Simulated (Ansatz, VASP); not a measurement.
**One calculation of BeTl2, two programs**

INCAR

```
PREC = Accurate
ENCUT = 600
EDIFF = 1E-6
ISMEAR = 0
SIGMA = 0.1
LREAL = F
LASPH = T
NELM = 80
ALGO = Fast
ISIF = 3
LWAVE = F
LCHARG = F
GGA = PE
IBRION = 2
NSW = 90
EDIFFG = -0.04
```

The input KPOINTS:

```
regular mesh
0
Gamma
  4 4 4
```

File POSCAR:

```
BeTl2
1.0
    5.2963781446      0.0000000000      0.0000000000
    0.0000000000      5.2963781446      0.0000000000
    0.0000000000      0.0000000000      5.2963781446
Be Tl
2 4
Direct
    0.0000000000      0.0000000000      0.0000000000
    0.5000000000      0.5000000000      0.5000000000
    0.2500000000      0.2500000000      0.2500000000
    0.2500000000      0.7500000000      0.7500000000
    0.7500000000      0.7500000000      0.2500000000
    0.7500000000      0.2500000000      0.7500000000
```

Input for Ansatz:

```yaml
crystal:
  lattice:
    - [5.2963781446, 0.0, 0.0]
    - [0.0, 5.2963781446, 0.0]
    - [0.0, 0.0, 5.2963781446]
  atoms:
    - { symbol: Be, position: [0.0, 0.0, 0.0] }
    - { symbol: Be, position: [0.5, 0.5, 0.5] }
    - { symbol: Tl, position: [0.25, 0.25, 0.25] }
    - { symbol: Tl, position: [0.25, 0.75, 0.75] }
    - { symbol: Tl, position: [0.75, 0.75, 0.25] }
    - { symbol: Tl, position: [0.75, 0.25, 0.75] }
basis:
  ecutwfc: 420
kpoints:
  mp_grid: { grid: [4, 4, 4] }
hamiltonian:
  xc: pbe
scf:
  occupations: { method: gaussian, width: 0.1 }
  lower_state_search: "off"
output:
  forces: true
  stress: true
  eigenvalues: true
relax:
  adjacent_minimum: "off"
  f_tol: 0.04
  max_steps: 70
  cell: { stress_tol: 0.4 }
```

Alike in both runs: task relaxation of cell and atoms; functional PBE; k mesh 4 × 4 × 4; occupations gaussian, width 0.1 eV; no spin polarisation.

```csv
,VASP,Ansatz
version,VASP 6.6.1,Ansatz 0.2.0
potentials or method,"VASP PAW PBE potentials, release 64 (Be, Tl_d), cutoff 600 eV","scalar-relativistic, plane waves, PAW"
valence electrons in the cell,56,56
```

```tsv
	VASP	Ansatz	Ansatz less VASP
gap on the k mesh at the Fermi level, each at its own relaxed structure (eV)	none	none	-
relaxed volume (Å³/atom)	28.32	28.35	+0.034
relaxed length of the cell vector where the two differ most in proportion (Å)	5.539	5.541	+0.0022
```

A gap of «none» marks a metal or a gap that the smearing closes.

Spin-orbit coupling is off throughout.
